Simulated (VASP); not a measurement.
Input of a VASP 6.6.1 run:

The input INCAR:

```
PREC = Accurate
ENCUT = 520
EDIFF = 1E-6
ISMEAR = 0
SIGMA = 0.1
LREAL = False
LASPH = True
NELM = 150
ALGO = Normal
ISIF = 2
LWAVE = False
LCHARG = True
ISPIN = 2
MAGMOM = 0 0.22 0 0 0
LORBIT = 11
LMAXMIX = 4
GGA = PS
LELF = True
LVHAR = True
NBANDS = 32
```

Contents of KPOINTS:

```
Automatic mesh
0
Gamma
  10 10 10
```

File POSCAR:

```
SrVO3
1.0
    3.8409000000      0.0000000000      0.0000000000
    0.0000000000      3.8409000000      0.0000000000
    0.0000000000      0.0000000000      3.8409000000
Sr V O
1 1 3
Direct
    0.5000000000      0.5000000000      0.5000000000
    0.0000000000      0.0000000000      0.0000000000
    0.5000000000      0.0000000000      0.0000000000
    0.0000000000      0.5000000000      0.0000000000
    0.0000000000      0.0000000000      0.5000000000
```

Potentials or basis: VASP PAW PBE potentials, release 64 (Sr_sv, V_sv, O).

The run is started by

```console
$ cat potpaw_PBE.64/Sr_sv/POTCAR potpaw_PBE.64/V_sv/POTCAR potpaw_PBE.64/O/POTCAR > POTCAR
$ mpirun -np 1 vasp_std > vasp.out
```

Question: Predict the net moment.

Answer: 0.29 μB per cell.

Question: Estimate the pressure.

Answer: -3.6 GPa.

Question: What does it give for the site moments?

Answer: Sr +0.00; V +0.27; O -0.00 μB.

Caveat: the cell stands under tension; a moment this small can come from the mesh or the smearing; the PAW data sets were made with another functional, which shifts forces and pressure a little.
